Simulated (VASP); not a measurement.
Set up this calculation in VASP 6.6.1, as the native input.

```yaml
Task: electric field gradients
Functional: PBE
Potentials_or_basis: VASP PAW PBE potentials, release 64 (Au, As)
Cutoff: 520 eV
k_mesh: 11 × 11 × 11
Occupations: fermi-dirac, width 0.08 eV
Spin: no spin polarisation
Dipole_correction: no
Further_INCAR_settings: ALGO = Normal; EDIFF = 1e-08; NBANDS = 15
```

The structure of AsAu (zincblende type) lies in POSCAR:

```
AsAu
1.0
    0.0000000000      2.8611770421      2.8611770421
    2.8611770421      0.0000000000      2.8611770421
    2.8611770421      2.8611770421      0.0000000000
Au As
1 1
Direct
    0.0000000000      0.0000000000      0.0000000000
    0.2500000000      0.2500000000      0.2500000000
```

One way to write it, as run:

INCAR

```
SYSTEM = AsAu
PREC = Accurate
ENCUT = 520
EDIFF = 1E-8
ISMEAR = -1
SIGMA = 0.08
LREAL = .FALSE.
LASPH = .TRUE.
NELM = 60
ALGO = Normal
ISIF = 2
LWAVE = .FALSE.
LCHARG = .FALSE.
GGA = PE
LEFG = .TRUE.
NBANDS = 15
```

KPOINTS

```
regular mesh
0
G
  11 11 11
  0 0 0
```

Potentials or basis: VASP PAW PBE potentials, release 64 (Au, As).

Run with:

```console
$ cat potpaw_PBE.64/Au/POTCAR potpaw_PBE.64/As/POTCAR > POTCAR
$ mpirun -np 1 vasp_std > vasp.out
```

It gave:

- Pressure: 5.1 GPa
- Band gap on the k mesh: zero (bands 8 and 9 overlap by 3.97 eV)
- Largest electric field gradient by atom: zero within the noise of the run

Caveat: the cell stands under pressure; spin-orbit coupling is left out, which moves the levels of the heavy elements.

It took 78 s on 1 thread of Intel Xeon 8259CL, on a shared host, peak memory 0.2 GiB.
